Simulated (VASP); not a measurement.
# SnO in VASP: single point with PBE+D3(BJ)

Aim: the single point of SnO with PBE+D3(BJ).

Everything below comes from runs of VASP 6.6.1. Logs are shortened: lines on timing, memory, paths and dates and some standing lists are left out, and cuts for length are marked.

**1. The cell of the first run**

The cell holds a slab with vacuum, 8 atoms: a = 3.820 Å, b = 3.820 Å, c = 22.226 Å, α = 90.00°, β = 90.00°, γ = 90.00°.

**2. Single point, PBE+D3(BJ) (layers slid over each other)**

INCAR reads:

```
SYSTEM = SnO
PREC     = Accurate       ! precision mode
ENCUT    = 520            ! plane-wave cutoff, eV
EDIFF    = 1E-6           ! SCF threshold, eV
ISMEAR   = 0              ! smearing method
SIGMA    = 0.05           ! smearing width, eV
LREAL    = .FALSE.        ! projectors in reciprocal space
LASPH    = .TRUE.         ! aspherical terms in the spheres
NELM     = 100            ! most SCF steps
ALGO     = Normal         ! electronic algorithm
ISIF     = 2              ! what is computed and relaxed
LWAVE    = .FALSE.        ! write WAVECAR
LCHARG   = .TRUE.         ! write CHGCAR
LDIPOL   = .TRUE.       
IDIPOL   = 3            
DIPOL    = 0.5 0.5 0.404
GGA      = PE             ! functional
IVDW     = 12             ! dispersion correction
LELF     = .TRUE.         ! ELF
LVHAR    = .TRUE.       
LVACPOTAV= .TRUE.       
NBANDS   = 50             ! bands
```

KPOINTS reads:

```
Automatic mesh
0
G
  7 7 1
  0 0 0
```

POSCAR reads:

```
SnO
1.0
    3.8201629585      0.0000000000      0.0000000000
    0.0000000000      3.8201629585      0.0000000000
    0.0000000000      0.0000000000     22.2260830948
Sn O
4 4
Direct
    0.7500000000      0.2500000000      0.2024648239
    0.2500000000      0.7500000000      0.3087832219
    0.2500000000      1.0000000000      0.5000000000
    0.7500000000      0.5000000000      0.6063183980
    0.2500000000      0.2500000000      0.2556240229
    0.7500000000      0.7500000000      0.2556240229
    0.7500000000      1.0000000000      0.5531591990
    0.2500000000      0.5000000000      0.5531591990
```

Potentials or basis: VASP PAW PBE potentials, release 64 (Sn_d, O).

Started as:

```bash
$ cat potpaw_PBE.64/Sn_d/POTCAR potpaw_PBE.64/O/POTCAR > POTCAR
$ mpirun -np 1 vasp_std > vasp.out
```

OUTCAR:

```text
SYSTEM = SnO
   PREC = Accurate
   ENCUT = 520
   EDIFF = 1E-6
   ISMEAR = 0
   LREAL = .FALSE.
   LASPH = .TRUE.
   NELM = 100
   ISIF = 2
   GGA = PE
   IVDW = 12
 IVDW          = 12

 ion  position               nearest neighbor table
   1  0.750  0.250  0.202-   5 2.25   6 2.25   6 2.25   5 2.25   2 3.59   2 3.59   2 3.59   2 3.59

   2  0.250  0.750  0.309-   5 2.25   6 2.25   5 2.25   6 2.25   1 3.59   1 3.59   1 3.59   1 3.59

   3  0.250  0.000  0.500-   7 2.25   8 2.25   8 2.25   7 2.25   4 3.59   4 3.59   4 3.59   4 3.59

   4  0.750  0.500  0.606-   7 2.25   8 2.25   7 2.25   8 2.25   3 3.59   3 3.59   3 3.59   3 3.59

   5  0.250  0.250  0.256-   1 2.25   2 2.25   2 2.25   1 2.25
   6  0.750  0.750  0.256-   1 2.25   2 2.25   1 2.25   2 2.25
   7  0.750  0.000  0.553-   3 2.25   4 2.25   4 2.25   3 2.25
   8  0.250  0.500  0.553-   3 2.25   4 2.25   3 2.25   4 2.25

  LATTYP: Found a simple tetragonal cell.
 ALAT       =     3.8201629585
 C/A-ratio  =     5.8180981639

  Lattice vectors:

 A1 = (   3.8201629585,   0.0000000000,   0.0000000000)
 A2 = (   0.0000000000,   3.8201629585,   0.0000000000)
 A3 = (   0.0000000000,   0.0000000000,  22.2260830948)

Analysis of symmetry for initial positions (statically):
=====================================================================
 Subroutine PRICEL returns:
 Original cell was already a primitive cell.

 Routine SETGRP: Setting up the symmetry group for a
 simple tetragonal supercell.

 Subroutine GETGRP returns: Found  4 space group operations
 (whereof  1 operations were pure point group operations)
 out of a pool of 16 trial point group operations.

The static configuration has the point symmetry C_1 .
 The point group associated with its full space group is C_2h.

Analysis of symmetry for dynamics (positions and initial velocities):
=====================================================================
 Subroutine PRICEL returns:
 Original cell was already a primitive cell.

 Routine SETGRP: Setting up the symmetry group for a
 simple tetragonal supercell.

 Subroutine GETGRP returns: Found  4 space group operations
 (whereof  1 operations were pure point group operations)
 out of a pool of 16 trial point group operations.

The dynamic configuration has the point symmetry C_1 .
 The point group associated with its full space group is C_2h.

 Subroutine INISYM returns: Found  4 space group operations
 (whereof  1 operations are pure point group operations),
 and found     1 'primitive' translations

----------------------------------------------------------------------------------------

                                     Primitive cell

  volume of cell :     324.3596

  direct lattice vectors                    reciprocal lattice vectors
     3.820162959  0.000000000  0.000000000     0.261768938  0.000000000  0.000000000
     0.000000000  3.820162959  0.000000000     0.000000000  0.261768938  0.000000000
     0.000000000  0.000000000 22.226083095     0.000000000  0.000000000  0.044992183

  length of vectors
     3.820162959  3.820162959 22.226083095     0.261768938  0.261768938  0.044992183

  position of ions in fractional coordinates (direct lattice)
     0.750000000  0.250000000  0.202464824
     0.250000000  0.750000000  0.308783222
     0.250000000  0.000000000  0.500000000
     0.750000000  0.500000000  0.606318398
     0.250000000  0.250000000  0.255624023
     0.750000000  0.750000000  0.255624023
     0.750000000  0.000000000  0.553159199
     0.250000000  0.500000000  0.553159199

  ion indices of the primitive-cell ions
   primitive index   ion index
                 1           1
                 2           2
                 3           3
                 4           4
                 5           5
                 6           6
                 7           7
                 8           8

----------------------------------------------------------------------------------------

 KPOINTS: Automatic mesh

Automatic generation of k-mesh.
 Grid dimensions read from file:
 generate k-points for:    7    7    1

 Generating k-lattice:

  Cartesian coordinates                     Fractional coordinates (reciprocal lattice)
     0.037395563  0.000000000  0.000000000     0.142857143  0.000000000  0.000000000
     0.000000000  0.037395563  0.000000000     0.000000000  0.142857143  0.000000000
     0.000000000  0.000000000  0.044992183     0.000000000  0.000000000  1.000000000

  Length of vectors
     0.037395563  0.037395563  0.044992183

  Shift w.r.t. Gamma in fractional coordinates (k-lattice)
     0.000000000  0.000000000  0.000000000

 Subroutine IBZKPT returns following result:
 ===========================================

 Found     16 irreducible k-points:

 Following reciprocal coordinates:
            Coordinates               Weight
  0.000000  0.000000  0.000000      1.000000
  0.142857  0.000000  0.000000      2.000000
  0.000000  0.142857  0.000000      2.000000
  0.285714  0.000000  0.000000      2.000000
  0.000000  0.285714  0.000000      2.000000
  0.428571  0.000000  0.000000      2.000000
[... 8 lines left out ...]
 -0.285714  0.428571  0.000000      4.000000
  0.428571  0.428571  0.000000      4.000000
   k-points           NKPTS =     16   k-points in BZ     NKDIM =     16   number of bands    NBANDS=     50
   number of dos      NEDOS =    301   number of ions     NIONS =      8
   total plane-waves  NPLWV = 131712
   dimension x,y,z NGX =    28 NGY =   28 NGZ =  168
   dimension x,y,z NGXF=    56 NGYF=   56 NGZF=  336
   ions per type =               4   4
   NGX,Y,Z   is equivalent  to a cutoff of  12.19, 12.19, 12.57 a.u.
   NGXF,Y,Z  is equivalent  to a cutoff of  24.37, 24.37, 25.13 a.u.
 SYSTEM =  SnO
   PREC   = accura    normal or accurate (medium, high low for compatibility)
   ISTART =      0    job   : 0-new  1-cont  2-samecut
   ICHARG =      2    charge: 1-file 2-atom 10-const
   ISPIN  =      1    spin polarized calculation?
   LNONCOLLINEAR =      F non collinear calculations
   LSORBIT =      F    spin-orbit coupling
   LASPH  =      T    aspherical Exc in radial PAW
   ENCUT  =  520.0 eV  38.22 Ry    6.18 a.u.   7.10  7.10 41.33*2*pi/ulx,y,z
   NELM   =    100;   NELMIN=  2; NELMDL= -5     # of ELM steps
   EDIFF  = 0.1E-05   stopping-criterion for ELM
   LREAL  =      F    real-space projection
   EDIFFG = 0.1E-04   stopping-criterion for IOM
   NSW    =      0    number of steps for IOM
   IBRION =     -1    ionic relax: 0-MD 1-quasi-New 2-CG
   NFREE  =      0    steps in history (QN), initial steepest desc. (CG)
   ISIF   =      2    stress and relaxation
   ISYM   =      2    0-nonsym 1-usesym 2-fastsym
   POTIM  = 0.5000    time-step for ionic-motion
   TEBEG  =    0.0;   TEEND  =   0.0 temperature during run
   PSTRESS=    0.0 pullay stress
   NELECT =      80.0000    total number of electrons
   NUPDOWN=      -1.0000    fix difference up-down
   EMIN   =  10.00;   EMAX   =-10.00  energy-range for DOS
   EFERMI =   0.00;   METHOD = LEGACY
   ISMEAR =     0;   SIGMA  =   0.05  broadening in eV -4-tet -1-fermi 0-gaus
   EFERMI_NEDOS =   21; number of points for ismear=-14 and -15
   IALGO  =     38    algorithm
   IMIX   =      4    mixing-type and parameters
     AMIX     =   0.40;   BMIX     =  1.00
     AMIX_MAG =   1.60;   BMIX_MAG =  1.00
  volume/ion in A,a.u.               =      40.54       273.61
  Fermi-wavevector in a.u.,A,eV,Ry     =   1.026666  1.940118 14.341132  1.054043
  Thomas-Fermi vector in A             =   2.160571
   LORBIT       =      0    0 simple, 1 ext, 2 COOP (PROOUT), +10 PAW based schemes
   GGA     = PE    functional components
   LHFCALC =     F    Hartree Fock is set to
   AEXX    =    0.0000 exact exchange contribution
   IVDW    =    12    specifies the selected vdW correction
   LEPSILON=     F    determine dielectric tensor
   LRPA    =     F    only Hartree local field effects (RPA)
 non-spin polarized calculation
 Gauss-broadening in eV      SIGMA  =   0.05
  energy-cutoff  :      520.00
  volume of cell :      324.36
 maximum number of plane-waves:      8769
   NGX = 15   NGY = 15   NGZ = 83

 dipolmoment           0.000000      0.000000      0.000000 electrons x Angstroem

 number of electron      79.9999970 magnetization

 dipolmoment           0.000000      0.000000     -0.000005 electrons x Angstroem

 Free energy of the ion-electron system (eV)
  ---------------------------------------------------
  ext. energy  EPLUGINS =         0.00000000
  ---------------------------------------------------
  free energy    TOTEN  =       -45.14855766 eV

  energy without entropy =      -45.14855766  energy(sigma->0) =      -45.14855766

 E-fermi :   0.0677     XC(G=0):  -5.3206

 val. band max:       -0.2015986403   @ k =   0.1429   0.1429   0.0000
 cond. band min:       2.2739972746   @ k =   0.4286   0.0000   0.0000
 fundamental gap:      2.4755959149
 Fermi energy:         0.0676519956

 k-point     1 :       0.0000    0.0000    0.0000
  band No.  band energies     occupation
      1     -21.0471      2.00000
      2     -21.0471      2.00000
      3     -20.6865      2.00000
      4     -20.6864      2.00000
      5     -20.6492      2.00000
      6     -20.6487      2.00000
[... 42 lines left out ...]
     49       5.2042      0.00000
     50       5.2300      0.00000

 k-point     2 :       0.1429    0.0000    0.0000
  band No.  band energies     occupation
      1     -21.0382      2.00000
      2     -21.0381      2.00000
      3     -20.6871      2.00000
      4     -20.6871      2.00000
      5     -20.6506      2.00000
      6     -20.6505      2.00000
[... 42 lines left out ...]
     49       5.3180      0.00000
     50       5.5036      0.00000

 k-point     3 :       0.0000    0.1429    0.0000
  band No.  band energies     occupation
      1     -21.0382      2.00000
      2     -21.0381      2.00000
      3     -20.6872      2.00000
      4     -20.6871      2.00000
      5     -20.6510      2.00000
      6     -20.6505      2.00000
[... 678 lines left out ...]
     49       5.7684      0.00000
     50       6.1722      0.00000

 k-point    16 :       0.4286    0.4286    0.0000
  band No.  band energies     occupation
      1     -20.9882      2.00000
      2     -20.9879      2.00000
      3     -20.9743      2.00000
      4     -20.9740      2.00000
      5     -20.6535      2.00000
      6     -20.6534      2.00000
[... 42 lines left out ...]
     49       6.1077      0.00000
     50       6.1939      0.00000

------------------------ aborting loop because EDIFF is reached ----------------------------------------

 Edisp (eV)   -1.23319

 E8    (eV) :    -0.5450

  FORCE on cell =-STRESS in cart. coord.  units (eV):
  Direction    XX          YY          ZZ          XY          YZ          ZX
  --------------------------------------------------------------------------------------
  -------------------------------------------------------------------------------------
  Total       0.20611     0.24681     0.17957     0.00000     0.23470     0.00000
  in kB       1.01808     1.21910     0.88697     0.00000     1.15932     0.00000
  external pressure =        1.04 kB  Pullay stress =        0.00 kB

 VOLUME and BASIS-vectors are now :
 -----------------------------------------------------------------------------
  energy-cutoff  :      520.00
  volume of cell :      324.36
      direct lattice vectors                 reciprocal lattice vectors
     3.820162959  0.000000000  0.000000000     0.261768938  0.000000000  0.000000000
     0.000000000  3.820162959  0.000000000     0.000000000  0.261768938  0.000000000
     0.000000000  0.000000000 22.226083095     0.000000000  0.000000000  0.044992183

 POSITION                                       TOTAL-FORCE (eV/Angst)
 -----------------------------------------------------------------------------------
      2.86512      0.95504      4.50000        -0.000000     -0.004381     -0.083829
      0.95504      2.86512      6.86304        -0.000000     -0.025274      0.090920
      0.95504      0.00000     11.11304        -0.000000      0.025274     -0.090920
      2.86512      1.91008     13.47608        -0.000000      0.004381      0.083829
      0.95504      0.95504      5.68152        -0.000000     -0.021993      0.002190
      2.86512      2.86512      5.68152        -0.000000      0.008667      0.002533
      2.86512      0.00000     12.29456         0.000000     -0.008667     -0.002533
      0.95504      1.91008     12.29456        -0.000000      0.021993     -0.002190
 -----------------------------------------------------------------------------------
    total drift:                                0.000000     -0.000000     -0.000291

  FREE ENERGIE OF THE ION-ELECTRON SYSTEM (eV)
  ---------------------------------------------------
  free  energy   TOTEN  =       -46.3817430283 eV

  energy  without entropy=      -46.3817430283  energy(sigma->0) =      -46.38174303

 vacuum level on the upper side and lower side of the slab         4.936         4.936
```

Wall time 4.7 min (1 thread of Intel Xeon Platinum 8488C (Sapphire Rapids), shared host); peak memory 0.43 GiB.

What came out:

* Free energy: -46.3817 eV
* Largest force: 0.094 eV/Å
* Band gap on the k mesh: 2.48 eV (least direct gap 2.57 eV)
* Dispersion energy per atom: -0.154 eV

Forces on the atoms (eV/Å):
```
Sn   0.000 -0.004 -0.084
Sn   0.000 -0.025  0.091
Sn   0.000  0.025 -0.091
Sn   0.000  0.004  0.084
O    0.000 -0.022  0.002
O    0.000  0.009  0.003
O    0.000 -0.009 -0.003
O    0.000  0.022 -0.002
```

Caveat: the cell differs from its parent crystal (layers slid over each other); spin-orbit coupling is left out, which moves the levels of the heavy elements.
